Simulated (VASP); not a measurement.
# Ca8CO: single point with PBE

The system is Ca8CO, a slab with vacuum.

```
Ca C O
1.0
     7.81324    0.00000    0.00000
     0.00000    7.81324    0.00000
     0.00000    0.00000   20.60939
Ca C O
8 1 1
Direct
  0.25000 0.25000 0.19409
  0.25000 0.75000 0.19409
  0.75000 0.25000 0.19409
  0.75000 0.75000 0.19409
  0.00000 0.00000 0.32070
  0.00000 0.50000 0.32070
  0.50000 0.00000 0.32070
  0.50000 0.50000 0.32070
  0.18345 0.75000 0.40610
  0.31655 0.75000 0.40610
```

```yaml
Program: VASP 6.6.1
Task: single point
Functional: PBE
Potentials_or_basis: VASP PAW PBE potentials, release 64 (Ca_sv, C, O)
Cutoff: 520 eV
k_mesh: 4 × 4 × 1
Occupations: gaussian, width 0.1 eV
Spin: no spin polarisation
Dipole_correction: yes
Further_INCAR_settings: ALGO = Normal; EDIFF = 1e-06; NBANDS = 56
```

The largest force is 20.910 eV/Å and the band gap on the k mesh is zero (band 45 reaches -1.09 eV, above the bottom of band 46 at -1.22 eV).

Forces on the atoms (eV/Å):
```
Ca    0.005   0.000   0.015
Ca   -0.018   0.000  -0.123
Ca   -0.004   0.000  -0.013
Ca   -0.008   0.000  -0.012
Ca   -0.165  -0.033   0.007
Ca   -0.165   0.033   0.007
Ca    0.054   0.121  -0.117
Ca    0.054  -0.121  -0.117
C   -20.648   0.000  -0.494
O    20.893   0.000   0.846
```

Levels at points of the mesh, in eV from the Fermi level:
```
           k point  band 43  band 44  band 45  band 46  band 47  band 48
(0.00, 0.00, 0.00)    -1.10    -0.17    -0.12     0.21     0.27     0.28
(0.50, 0.00, 0.00)    -0.64    -0.64    -0.58     0.23     0.30     0.37
(0.00, 0.50, 0.00)    -0.64    -0.64    -0.59     0.27     0.31     0.37
(0.50, 0.50, 0.00)    -0.52    -0.46    -0.12     0.37     0.43     0.59
```

Wall time 32 min on 1 thread of Intel(R) Xeon(R) Platinum 8488C (Sapphire Rapids), with other jobs on the host, peak memory 1.3 GiB.
